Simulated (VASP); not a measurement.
# Li2S (fluorite type) (Fm-3m) in VASP: single point with LDA

Aim: the single point of Li2S (fluorite type) with LDA.

Everything below comes from runs of VASP 6.6.1. Logs are shortened: lines on timing, memory, paths and dates and some standing lists are left out, and cuts for length are marked.

### Step 1. The cell of the first run

The structure is cubic, space group Fm-3m (No. 225). Conventional cell: a = 5.567 Å, b = 5.567 Å, c = 5.567 Å, α = 90.00°, β = 90.00°, γ = 90.00°. S (site symmetry m-3m) has 8 Li at 2.41 Å within 3.2 Å. Li (site symmetry -43m) has 4 S at 2.41 Å and 6 Li at 2.78 Å within 3.2 Å.

### Step 2. Single point, LDA

File INCAR:

```
SYSTEM = Li2S
PREC = Accurate
ENCUT = 750
EDIFF = 1E-6
ISMEAR = -1
SIGMA = 0.02
LREAL = .FALSE.
LASPH = .TRUE.
NELM = 120
ALGO = Normal
ISIF = 2
LWAVE = .FALSE.
LCHARG = .FALSE.
GGA = CA
NBANDS = 28
GGA_COMPAT = .FALSE.
```

File KPOINTS:

```
regular mesh
0
G
  8 8 3
  0 0 0
```

File POSCAR:

```
Li2S
1.0
    0.0000000000      2.7834351075     -2.7834351075
   -2.7834351075      0.0000000000      2.7834351075
    5.5668702151      5.5668702151      5.5668702151
S Li
3 6
Direct
    0.0000000000      0.0000000000      0.0000000000
    0.3333333330      0.6666666670      0.3333333330
    0.6666666670      0.3333333330      0.6666666670
    0.0000000000      0.0000000000      0.2500000000
    0.3333333330      0.6666666670      0.5833333330
    0.6666666670      0.3333333330      0.9166666670
    0.3333333330      0.6666666670      0.0833333330
    0.6666666670      0.3333333330      0.4166666670
    0.0000000000      0.0000000000      0.7500000000
```

Potentials or basis: VASP PAW LDA potentials, release 64 (S, Li_sv).

Launch:

```bash
$ cat potpaw_LDA.64/S/POTCAR potpaw_LDA.64/Li_sv/POTCAR > POTCAR
$ mpirun -np 1 vasp_std > vasp.out
```

OUTCAR:

```text
SYSTEM = Li2S
   PREC = Accurate
   ENCUT = 750
   EDIFF = 1E-6
   ISMEAR = -1
   LREAL = .FALSE.
   LASPH = .TRUE.
   NELM = 120
   ISIF = 2
   GGA = CA

 ion  position               nearest neighbor table
   1  0.000  0.000  0.000-   6 2.41   7 2.41   6 2.41   7 2.41   6 2.41   7 2.41   4 2.41   9 2.41

   2  0.333  0.667  0.333-   4 2.41   8 2.41   4 2.41   4 2.41   8 2.41   5 2.41   7 2.41   8 2.41

   3  0.667  0.333  0.667-   9 2.41   9 2.41   5 2.41   5 2.41   9 2.41   8 2.41   6 2.41   5 2.41

   4  0.000  0.000  0.250-   2 2.41   2 2.41   2 2.41   1 2.41
   5  0.333  0.667  0.583-   3 2.41   3 2.41   2 2.41   3 2.41
   6  0.667  0.333  0.917-   1 2.41   1 2.41   1 2.41   3 2.41
   7  0.333  0.667  0.083-   1 2.41   1 2.41   1 2.41   2 2.41
   8  0.667  0.333  0.417-   2 2.41   2 2.41   3 2.41   2 2.41
   9  0.000  0.000  0.750-   3 2.41   3 2.41   3 2.41   1 2.41

  LATTYP: Found a hexagonal cell.
 ALAT       =     3.9363716790
 C/A-ratio  =     2.4494897428

  Lattice vectors:

 A1 = (   0.0000000000,   2.7834351075,  -2.7834351075)
 A2 = (  -2.7834351075,   0.0000000000,   2.7834351075)
 A3 = (   5.5668702151,   5.5668702151,   5.5668702151)

Analysis of symmetry for initial positions (statically):
=====================================================================
 Subroutine PRICEL returns following result:

  LATTYP: Found a face centered cubic cell.
 ALAT       =     5.5668702095

  Lattice vectors:

 A1 = (   2.7834351047,   2.7834351047,   0.0000000000)
 A2 = (  -0.0000000028,   2.7834351047,   2.7834351075)
 A3 = (   2.7834351131,   0.0000000056,   2.7834351075)

   3 primitive cells build up your supercell.

 Routine SETGRP: Setting up the symmetry group for a
 hexagonal supercell.

 Subroutine GETGRP returns: Found 12 space group operations
 (whereof 12 operations were pure point group operations)
 out of a pool of 24 trial point group operations.

The static configuration has the point symmetry D_3d.

Analysis of symmetry for dynamics (positions and initial velocities):
=====================================================================
 Subroutine PRICEL returns following result:

  LATTYP: Found a face centered cubic cell.
 ALAT       =     5.5668702095

  Lattice vectors:

 A1 = (   2.7834351047,   2.7834351047,   0.0000000000)
 A2 = (  -0.0000000028,   2.7834351047,   2.7834351075)
 A3 = (   2.7834351131,   0.0000000056,   2.7834351075)

   3 primitive cells build up your supercell.

 Routine SETGRP: Setting up the symmetry group for a
 hexagonal supercell.

 Subroutine GETGRP returns: Found 12 space group operations
 (whereof 12 operations were pure point group operations)
 out of a pool of 24 trial point group operations.

The dynamic configuration has the point symmetry D_3d.

 Subroutine INISYM returns: Found 12 space group operations
 (whereof 12 operations are pure point group operations),
 and found     3 'primitive' translations

----------------------------------------------------------------------------------------

                                     Primitive cell

  volume of cell :      43.1294

  direct lattice vectors                    reciprocal lattice vectors
     2.783435105  2.783435105  0.000000000     0.179634150  0.179634151 -0.179634150
    -0.000000003  2.783435105  2.783435108    -0.179634150  0.179634150  0.179634150
     2.783435113  0.000000006  2.783435108     0.179634150 -0.179634150  0.179634150

  length of vectors
     3.936371675  3.936371677  3.936371683     0.311135475  0.311135475  0.311135475

  position of ions in fractional coordinates (direct lattice)
     0.000000000  0.000000000  0.000000000
     0.250000000  0.250000000  0.250000000
     0.750000000  0.750000000  0.750000000

  ion indices of the primitive-cell ions
   primitive index   ion index
                 1           1
                 2           4
                 3           9

----------------------------------------------------------------------------------------

 KPOINTS: regular mesh

Automatic generation of k-mesh.
 Grid dimensions read from file:
 generate k-points for:    8    8    3

 Generating k-lattice:

  Cartesian coordinates                     Fractional coordinates (reciprocal lattice)
    -0.014969513  0.029939025 -0.014969513     0.125000000  0.000000000  0.000000000
    -0.029939025  0.014969513  0.014969513     0.000000000  0.125000000  0.000000000
     0.019959350  0.019959350  0.019959350     0.000000000  0.000000000  0.333333333

  Length of vectors
     0.036667667  0.036667667  0.034570608

  Shift w.r.t. Gamma in fractional coordinates (k-lattice)
     0.000000000  0.000000000  0.000000000

 Subroutine IBZKPT returns following result:
 ===========================================

 Found     25 irreducible k-points:

 Following reciprocal coordinates:
            Coordinates               Weight
  0.000000  0.000000  0.000000      1.000000
  0.125000  0.000000  0.000000      6.000000
  0.250000  0.000000  0.000000      6.000000
  0.375000  0.000000  0.000000      6.000000
  0.500000  0.000000  0.000000      3.000000
  0.125000  0.125000  0.000000      6.000000
[... 16 lines left out ...]
 -0.125000  0.500000  0.333333     12.000000
  0.250000  0.250000  0.333333     12.000000
   k-points           NKPTS =     25   k-points in BZ     NKDIM =     25   number of bands    NBANDS=     28
   number of dos      NEDOS =    301   number of ions     NIONS =      9
   total plane-waves  NPLWV = 116640
   dimension x,y,z NGX =    36 NGY =   36 NGZ =   90
   dimension x,y,z NGXF=    72 NGYF=   72 NGZF=  180
   ions per type =               3   6
   NGX,Y,Z   is equivalent  to a cutoff of  15.20, 15.20, 15.52 a.u.
   NGXF,Y,Z  is equivalent  to a cutoff of  30.41, 30.41, 31.04 a.u.
 SYSTEM =  Li2S
   PREC   = accura    normal or accurate (medium, high low for compatibility)
   ISTART =      0    job   : 0-new  1-cont  2-samecut
   ICHARG =      2    charge: 1-file 2-atom 10-const
   ISPIN  =      1    spin polarized calculation?
   LNONCOLLINEAR =      F non collinear calculations
   LSORBIT =      F    spin-orbit coupling
   LASPH  =      T    aspherical Exc in radial PAW
   ENCUT  =  750.0 eV  55.12 Ry    7.42 a.u.   8.79  8.79 21.53*2*pi/ulx,y,z
   NELM   =    120;   NELMIN=  2; NELMDL= -5     # of ELM steps
   EDIFF  = 0.1E-05   stopping-criterion for ELM
   LREAL  =      F    real-space projection
   EDIFFG = 0.1E-04   stopping-criterion for IOM
   NSW    =      0    number of steps for IOM
   IBRION =     -1    ionic relax: 0-MD 1-quasi-New 2-CG
   NFREE  =      0    steps in history (QN), initial steepest desc. (CG)
   ISIF   =      2    stress and relaxation
   ISYM   =      2    0-nonsym 1-usesym 2-fastsym
   POTIM  = 0.5000    time-step for ionic-motion
   TEBEG  =    0.0;   TEEND  =   0.0 temperature during run
   PSTRESS=    0.0 pullay stress
   NELECT =      36.0000    total number of electrons
   NUPDOWN=      -1.0000    fix difference up-down
   EMIN   =  10.00;   EMAX   =-10.00  energy-range for DOS
   EFERMI =   0.00;   METHOD = LEGACY
   ISMEAR =    -1;   SIGMA  =   0.02  broadening in eV -4-tet -1-fermi 0-gaus
   EFERMI_NEDOS =   21; number of points for ismear=-14 and -15
   IALGO  =     38    algorithm
   IMIX   =      4    mixing-type and parameters
     AMIX     =   0.40;   BMIX     =  1.00
     AMIX_MAG =   1.60;   BMIX_MAG =  1.00
  volume/ion in A,a.u.               =      14.38        97.02
  Fermi-wavevector in a.u.,A,eV,Ry     =   1.068753  2.019651 15.541033  1.142234
  Thomas-Fermi vector in A             =   2.204411
   LORBIT       =      0    0 simple, 1 ext, 2 COOP (PROOUT), +10 PAW based schemes
   GGA     = CA    functional components
   LHFCALC =     F    Hartree Fock is set to
   AEXX    =    0.0000 exact exchange contribution
   IVDW    =     0    specifies the selected vdW correction
   LEPSILON=     F    determine dielectric tensor
   LRPA    =     F    only Hartree local field effects (RPA)
 non-spin polarized calculation
  energy-cutoff  :      750.00
  volume of cell :      129.39
 maximum number of plane-waves:      6080
 NGX is ok and might be reduce to    36
   NGX = 17   NGY = 17   NGZ = 43

 number of electron      36.0000001 magnetization

 Free energy of the ion-electron system (eV)
  ---------------------------------------------------
  ext. energy  EPLUGINS =         0.00000000
  ---------------------------------------------------
  free energy    TOTEN  =       -39.04148525 eV

  energy without entropy =      -39.04148525  energy(sigma->0) =      -39.04148525

 E-fermi :   2.3076     XC(G=0):  -9.0898

 val. band max:        1.8356274547   @ k =   0.0000   0.0000   0.0000
 cond. band min:       4.9530433908   @ k =   0.5000   0.0000   0.0000
 fundamental gap:      3.1174159361
 Fermi energy:         2.3076012835

 k-point     1 :       0.0000    0.0000    0.0000
  band No.  band energies     occupation
      1     -41.2478      2.00000
      2     -41.2308      2.00000
      3     -41.2308      2.00000
      4     -41.1993      2.00000
      5     -41.1993      2.00000
      6     -41.1844      2.00000
[... 20 lines left out ...]
     27       8.4322      0.00000
     28       8.4322      0.00000

 k-point     2 :       0.1250    0.0000    0.0000
  band No.  band energies     occupation
      1     -41.2454      2.00000
      2     -41.2298      2.00000
      3     -41.2295      2.00000
      4     -41.2004      2.00000
      5     -41.2001      2.00000
      6     -41.1864      2.00000
[... 674 lines left out ...]
 k-point    24 :       0.2500    0.2500    0.3333
  band No.  band energies     occupation
      1     -41.2245      2.00000
      2     -41.2225      2.00000
      3     -41.2160      2.00000
      4     -41.2124      2.00000
      5     -41.2065      2.00000
      6     -41.2048      2.00000
[... 20 lines left out ...]
     27      10.2131      0.00000
     28      10.3967      0.00000

 [... further k-points ...]

------------------------ aborting loop because EDIFF is reached ----------------------------------------

  FORCE on cell =-STRESS in cart. coord.  units (eV):
  Direction    XX          YY          ZZ          XY          YZ          ZX
  --------------------------------------------------------------------------------------
  -------------------------------------------------------------------------------------
  Total       -0.0497837     -0.0497837     -0.0497837      0.0003155      0.0003155      0.0003155
  in kB       -0.6164576     -0.6164576     -0.6164576      0.0039070      0.0039070      0.0039070
  external PRESSURE =      -0.6164576 kB  Pullay stress =       0.0000000 kB

 VOLUME and BASIS-vectors are now :
 -----------------------------------------------------------------------------
  energy-cutoff  :      750.00
  volume of cell :      129.39
      direct lattice vectors                 reciprocal lattice vectors
     0.000000000  2.783435107 -2.783435107    -0.119756100  0.239512200 -0.119756100
    -2.783435107  0.000000000  2.783435107    -0.239512200  0.119756100  0.119756100
     5.566870215  5.566870215  5.566870215     0.059878050  0.059878050  0.059878050

 POSITION                                       TOTAL-FORCE (eV/Angst)
 -----------------------------------------------------------------------------------
      0.00000      0.00000      0.00000         0.000000      0.000000      0.000000
     -0.00000      2.78344      2.78344        -0.000000      0.000000      0.000000
      2.78344      5.56687      2.78344         0.000000      0.000000      0.000000
      1.39172      1.39172      1.39172        -0.000004     -0.000004     -0.000004
      1.39172      4.17515      4.17515        -0.000004     -0.000004     -0.000004
      4.17515      6.95859      4.17515        -0.000004     -0.000004     -0.000004
     -1.39172      1.39172      1.39172         0.000004      0.000004      0.000004
      1.39172      4.17515      1.39172         0.000004      0.000004      0.000004
      4.17515      4.17515      4.17515         0.000004      0.000004      0.000004
 -----------------------------------------------------------------------------------
    total drift:                               -0.000000      0.000000      0.000000

  FREE ENERGIE OF THE ION-ELECTRON SYSTEM (eV)
  ---------------------------------------------------
  free  energy   TOTEN  =       -39.0414852490 eV

  energy  without entropy=      -39.0414852489  energy(sigma->0) =      -39.04148525
```

Wall time 1.8 min (1 thread of Intel Xeon Platinum 8259CL at 2.50GHz (Skylake/Cascade Lake), shared host); peak memory 0.31 GiB.

Results:

```yaml
Free_energy: -39.0415 eV
Pressure: -0.1 GPa
Band_gap_on_the_k_mesh: 3.12 eV
```

Levels at points of the mesh, in eV from the valence-band top:
| k point | band 14 | band 15 | band 16 | band 17 | band 18 | band 19 | band 20 | band 21 | band 22 | band 23 |
| --- | --- | --- | --- | --- | --- | --- | --- | --- | --- | --- |
| (0.00, 0.00, 0.00) | -0.46 | -0.46 | 0.00 | 0.00 | 0.00 | 4.43 | 5.87 | 5.87 | 6.04 | 6.04 |
| (0.50, 0.00, 0.00) | -1.61 | -1.06 | -1.06 | -0.89 | -0.89 | 3.12 | 5.55 | 5.55 | 7.16 | 7.25 |

A k mesh can miss the band edges.
